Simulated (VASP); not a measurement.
# ZnS: relaxation of cell and atoms with PBE

Crystal: ZnS.

```xyz
2
Lattice="0.0000 2.7217 2.7217 2.7217 0.0000 2.7217 2.7217 2.7217 0.0000" Properties=species:S:1:pos:R:3 pbc="T T T"
Zn    0.0000    0.0000    0.0000
S     4.0825    4.0825    4.0825
```

```
Program                : VASP 6.6.1
Task                   : relaxation of cell and atoms
Functional             : PBE
Potentials or basis    : VASP PAW PBE potentials, release 64 (Zn, S)
Cutoff                 : 600 eV
k mesh                 : 10 × 10 × 10
Occupations            : gaussian, width 0.01 eV
Spin                   : no spin polarisation
Target pressure        : 12 GPa
Dipole correction      : no
Further INCAR settings : ALGO = Normal; EDIFF = 1e-06; IBRION = 2; EDIFFG = -0.001; NSW = 80; ISIF = 3
```

The relaxed volume is 17.75 Å³/atom, the relaxed cell is a = 3.689 Å, b = 3.689 Å, c = 3.689 Å, α = 60.00°, β = 60.00°, γ = 60.00° and the space group after relaxing (to 0.05 Å) is F-43m (No. 216). The energy change on relaxing (the enthalpy is what falls) is +81.7 meV/atom and the ionic steps are 8. The pressure after relaxing is 12.0 GPa. The band gap on the k mesh is 2.59 eV, direct.

Step by step:
| step | energy change (eV) | largest force (eV/Å) | pressure (GPa) | volume (Å³) |
| --- | --- | --- | --- | --- |
| 1 | 0.0000 | 0.0000 | 0.15 | 40.32 |
| 2 | 0.5390 | 0.0000 | 25.90 | 32.23 |
| 3 | 0.1595 | 0.0000 | 11.84 | 35.55 |
| 4 | 0.1663 | 0.0000 | 12.12 | 35.46 |
| 5 | 0.1617 | 0.0000 | 11.95 | 35.52 |
| 6 | 0.1637 | 0.0000 | 12.04 | 35.49 |
| 7 | 0.1628 | 0.0000 | 11.93 | 35.51 |
| 8 | 0.1634 | 0.0000 | 12.00 | 35.50 |

Final structure:
```yaml
crystal:
  lattice:
    - [0.00000, 2.60852, 2.60852]
    - [2.60852, 0.00000, 2.60852]
    - [2.60852, 2.60852, 0.00000]
  atoms:
    - { symbol: Zn, position: [0.00000, 0.00000, 0.00000] }
    - { symbol: S, position: [0.75000, 0.75000, 0.75000] }
```

Levels at points of the mesh, in eV from the valence-band top:
```csv
k point,band 7,band 8,band 9,band 10,band 11,band 12
"(0.00, 0.00, 0.00)",0.00,0.00,0.00,2.59,6.30,6.30
"(0.50, 0.00, 0.00)",-5.90,-1.03,-1.03,3.51,6.84,6.84
"(0.50, 0.50, 0.00)",-4.99,-2.63,-2.63,3.15,4.02,11.78
```

Wall time 2.6 min on 1 thread of Intel(R) Xeon(R) Platinum 8259CL CPU @ 2.50GHz (Skylake/Cascade Lake) (shared host), peak memory 0.2 GiB.

Caveat: the cell is relaxed towards a set pressure, so the enthalpy falls and the energy may rise. As with any semilocal functional, this PBE gap is likely too small.
